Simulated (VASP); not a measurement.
# MgS (I-4m2) in VASP: further runs

MgS is run at these levels: PBE; tasks: single point.

All numbers are computed with VASP 6.6.1; they aren't measurements. Logs are shortened: lines on timing, memory, paths and dates and some standing lists are left out, and cuts for length are marked.

## Step 1: The cell of the first run

It takes space group I-4m2 (No. 119, tetragonal). Conventional cell: a = 3.843 Å, b = 3.843 Å, c = 5.950 Å, α = 90.00°, β = 90.00°, γ = 90.00°. Mg (site symmetry -4m2) has 4 S at 2.43 Å within 3.2 Å. S (site symmetry -4m2) has 4 Mg at 2.43 Å within 3.2 Å.

## Step 2: Single point, PBE (epitaxial xy strain -4.0%)

Input file INCAR:

```
PREC = Accurate ; ENCUT = 520
EDIFF = 1E-6 ; ISMEAR = 0
SIGMA = 0.01 ; LREAL = F
LASPH = T ; NELM = 100
ALGO = Normal ; ISIF = 2
LWAVE = F ; LCHARG = F
GGA = PE ; NBANDS = 11
```

Input file KPOINTS:

```
Automatic mesh
0
Gamma
  4 4 4
```

Input file POSCAR:

```
MgS
1.0
    0.0000000000      2.7176417676      2.9750086881
    2.7176417676      0.0000000000      2.9750086881
    2.7176417676      2.7176417676      0.0000000000
Mg S
1 1
Direct
    0.0000000000      0.0000000000      0.0000000000
    0.2500000000      0.2500000000      0.2500000000
```

Potentials or basis: VASP PAW PBE potentials, release 64 (Mg, S).

Command:

```sh
cat potpaw_PBE.64/Mg/POTCAR potpaw_PBE.64/S/POTCAR > POTCAR
mpirun -np 1 vasp_std > vasp.out
```

OUTCAR:

```text
PREC = Accurate
   ENCUT = 520
   EDIFF = 1E-6
   ISMEAR = 0
   LREAL = F
   LASPH = T
   NELM = 100
   ISIF = 2
   GGA = PE

 ion  position               nearest neighbor table
   1  0.000  0.000  0.000-   2 2.43   2 2.43   2 2.43   2 2.43
   2  0.250  0.250  0.250-   1 2.43   1 2.43   1 2.43   1 2.43

  LATTYP: Found a body centered tetragonal cell.
 ALAT       =     3.8433258454
 C/A-ratio  =     1.5481428366

  Lattice vectors:

 A1 = (  -2.7176417676,   0.0000000000,   2.9750086881)
 A2 = (   2.7176417676,   0.0000000000,   2.9750086881)
 A3 = (   0.0000000000,   2.7176417676,  -2.9750086881)

Analysis of symmetry for initial positions (statically):
=====================================================================
 Subroutine PRICEL returns:
 Original cell was already a primitive cell.

 Routine SETGRP: Setting up the symmetry group for a
 body centered tetragonal supercell.

 Subroutine GETGRP returns: Found  8 space group operations
 (whereof  8 operations were pure point group operations)
 out of a pool of 16 trial point group operations.

The static configuration has the point symmetry D_2d.

Analysis of symmetry for dynamics (positions and initial velocities):
=====================================================================
 Subroutine PRICEL returns:
 Original cell was already a primitive cell.

 Routine SETGRP: Setting up the symmetry group for a
 body centered tetragonal supercell.

 Subroutine GETGRP returns: Found  8 space group operations
 (whereof  8 operations were pure point group operations)
 out of a pool of 16 trial point group operations.

The dynamic configuration has the point symmetry D_2d.

 Subroutine INISYM returns: Found  8 space group operations
 (whereof  8 operations are pure point group operations),
 and found     1 'primitive' translations

----------------------------------------------------------------------------------------

                                     Primitive cell

  volume of cell :      43.9443

  direct lattice vectors                    reciprocal lattice vectors
     0.000000000  2.717641768  2.975008688    -0.183983042  0.183983042  0.168066736
     2.717641768  0.000000000  2.975008688     0.183983042 -0.183983042  0.168066736
     2.717641768  2.717641768  0.000000000     0.183983042  0.183983042 -0.168066736

  length of vectors
     4.029423466  4.029423466  3.843325845     0.309751428  0.309751428  0.309751428
[... 75 lines left out ...]
   ISIF   =      2    stress and relaxation
   ISYM   =      2    0-nonsym 1-usesym 2-fastsym
   POTIM  = 0.5000    time-step for ionic-motion
   TEBEG  =    0.0;   TEEND  =   0.0 temperature during run
   PSTRESS=    0.0 pullay stress
   NELECT =       8.0000    total number of electrons
   NUPDOWN=      -1.0000    fix difference up-down
   EMIN   =  10.00;   EMAX   =-10.00  energy-range for DOS
   EFERMI =   0.00;   METHOD = LEGACY
   ISMEAR =     0;   SIGMA  =   0.01  broadening in eV -4-tet -1-fermi 0-gaus
   EFERMI_NEDOS =   21; number of points for ismear=-14 and -15
   IALGO  =     38    algorithm
   IMIX   =      4    mixing-type and parameters
     AMIX     =   0.40;   BMIX     =  1.00
     AMIX_MAG =   1.60;   BMIX_MAG =  1.00
  volume/ion in A,a.u.               =      21.97       148.28
  Fermi-wavevector in a.u.,A,eV,Ry     =   0.927835  1.753353 11.712946  0.860877
  Thomas-Fermi vector in A             =   2.053947
   LORBIT       =      0    0 simple, 1 ext, 2 COOP (PROOUT), +10 PAW based schemes
   GGA     = PE    functional components
   LHFCALC =     F    Hartree Fock is set to
   AEXX    =    0.0000 exact exchange contribution
   IVDW    =     0    specifies the selected vdW correction
   LEPSILON=     F    determine dielectric tensor
   LRPA    =     F    only Hartree local field effects (RPA)
 non-spin polarized calculation
 Gauss-broadening in eV      SIGMA  =   0.01
  energy-cutoff  :      520.00
  volume of cell :       43.94
 maximum number of plane-waves:      1204
 NGX is ok and might be reduce to    30
   NGX = 15   NGY = 15   NGZ = 15

 number of electron       8.0000000 magnetization

 Free energy of the ion-electron system (eV)
  ---------------------------------------------------
  ext. energy  EPLUGINS =         0.00000000
  ---------------------------------------------------
  free energy    TOTEN  =        -8.41978547 eV

  energy without entropy =       -8.41978547  energy(sigma->0) =       -8.41978547

 E-fermi :   1.4716     XC(G=0):  -8.5149

 val. band max:        1.3959767533   @ k =   0.0000   0.0000   0.0000
 cond. band min:       4.8665434512   @ k =   0.0000   0.0000   0.0000
 fundamental gap:      3.4705666978
 Fermi energy:         1.4715962051

 k-point     1 :       0.0000    0.0000    0.0000
  band No.  band energies     occupation
      1     -10.0816      2.00000
      2       1.1060      2.00000
      3       1.3960      2.00000
      4       1.3960      2.00000
      5       4.8665      0.00000
      6       9.2855      0.00000
      7       9.3775      0.00000
      8       9.3775      0.00000
      9      11.3106      0.00000
     10      12.9772      0.00000
     11      14.0203      0.00000
[... 155 lines left out ...]
 k-point    13 :      -0.2500    0.2500    0.5000
  band No.  band energies     occupation
      1      -9.0485      2.00000
      2      -1.0139      2.00000
      3      -0.6154      2.00000
      4      -0.0989      2.00000
      5       6.4874      0.00000
      6       9.0993      0.00000
      7       9.1531      0.00000
      8       9.2507      0.00000
      9      14.7249      0.00000
     10      15.8980      0.00000
     11      16.1349      0.00000

------------------------ aborting loop because EDIFF is reached ----------------------------------------

  FORCE on cell =-STRESS in cart. coord.  units (eV):
  Direction    XX          YY          ZZ          XY          YZ          ZX
  --------------------------------------------------------------------------------------
  -------------------------------------------------------------------------------------
  Total        0.9968285      0.9968285      0.3216176      0.0000000      0.0000000      0.0000000
  in kB       36.3436360     36.3436360     11.7259419      0.0000000      0.0000000      0.0000000
  external PRESSURE =      28.1377380 kB  Pullay stress =       0.0000000 kB

 VOLUME and BASIS-vectors are now :
 -----------------------------------------------------------------------------
  energy-cutoff  :      520.00
  volume of cell :       43.94
      direct lattice vectors                 reciprocal lattice vectors
     0.000000000  2.717641768  2.975008688    -0.183983042  0.183983042  0.168066736
     2.717641768  0.000000000  2.975008688     0.183983042 -0.183983042  0.168066736
     2.717641768  2.717641768  0.000000000     0.183983042  0.183983042 -0.168066736

 POSITION                                       TOTAL-FORCE (eV/Angst)
 -----------------------------------------------------------------------------------
      0.00000      0.00000      0.00000         0.000000      0.000000      0.000000
      1.35882      1.35882      1.48750        -0.000000     -0.000000     -0.000000
 -----------------------------------------------------------------------------------
    total drift:                               -0.000000     -0.000000     -0.000000

  FREE ENERGIE OF THE ION-ELECTRON SYSTEM (eV)
  ---------------------------------------------------
  free  energy   TOTEN  =        -8.4197854674 eV

  energy  without entropy=       -8.4197854674  energy(sigma->0) =       -8.41978547
```

stdout:

```text
POSCAR found type information on POSCAR MgS
 POSCAR found :  2 types and       2 ions
 scaLAPACK will be used
 LDA part: xc-table for (Slater+PW92), standard interpolation
 POSCAR, INCAR and KPOINTS ok, starting setup
 FFT: planning ... GRIDC
 FFT: planning ... GRID_SOFT
 FFT: planning ... GRID
 WAVECAR not read
 entering main loop
```

Wall time 4.8 s (1 thread of Intel Xeon Platinum 8488C (Sapphire Rapids), shared host); peak memory 0.16 GiB.

What came out:

```yaml
Free_energy: -8.4198 eV
Pressure: 2.8 GPa
Band_gap_on_the_k_mesh: 3.47 eV, direct
```

Stress tensor (GPa, compression positive):
```
3.63 0.00 0.00
0.00 3.63 0.00
0.00 0.00 1.17
```

Caveat: the k points lie up to 0.49 Å⁻¹ apart; the cell differs from its parent crystal (epitaxial xy strain -4.0%).

## Step 3: Single point, PBE (epitaxial xy strain -3.0%)

Input file INCAR:

```
  ALGO = Normal
  EDIFF = 1E-6
  ENCUT = 520
  GGA = PE
  ISIF = 2
  ISMEAR = 0
  LASPH = T
  LCHARG = F
  LREAL = F
  LWAVE = F
  NBANDS = 11
  NELM = 100
  PREC = Accurate
  SIGMA = 0.01
```

Input file KPOINTS:

```
k-points
0
Gamma
  4 4 4
```

Input file POSCAR:

```
MgS
1.0
    0.0000000000      2.7459505360      2.9415026199
    2.7459505360      0.0000000000      2.9415026199
    2.7459505360      2.7459505360      0.0000000000
Mg S
1 1
Direct
    0.0000000000      0.0000000000      0.0000000000
    0.2500000000      0.2500000000      0.2500000000
```

Potentials or basis: VASP PAW PBE potentials, release 64 (Mg, S).

Command:

```sh
cat potpaw_PBE.64/Mg/POTCAR potpaw_PBE.64/S/POTCAR > POTCAR
mpirun -np 1 vasp_std > vasp.out
```

It took 4.9 s on 1 thread of Intel Xeon Platinum 8488C (Sapphire Rapids), shared host; peak memory 0.16 GiB.

The run converged. Its results:

- Free energy: -8.4349 eV
- Pressure: 2.3 GPa
- Band gap on the k mesh: 3.47 eV, direct

Stress tensor (GPa, compression positive):
```
2.88 0.00 0.00
0.00 2.88 0.00
0.00 0.00 1.11
```

Levels at points of the mesh, in eV from the valence-band top:
```csv
k point,band 1,band 2,band 3,band 4,band 5,band 6,band 7,band 8
"(0.00, 0.00, 0.00)",-11.42,-0.21,0.00,0.00,3.47,7.90,7.97,7.97
"(0.50, 0.00, 0.00)",-10.70,-3.28,-0.59,-0.22,5.03,7.36,7.93,8.65
"(0.50, 0.50, 0.00)",-10.55,-3.16,-0.90,-0.90,3.91,5.92,10.74,12.59
"(0.50, 0.00, 0.50)",-10.42,-2.84,-1.25,-1.22,3.74,5.44,11.50,11.59
```

Caveat: the k points lie up to 0.48 Å⁻¹ apart; the cell differs from its parent crystal (epitaxial xy strain -3.0%). A k mesh can miss the band edges.
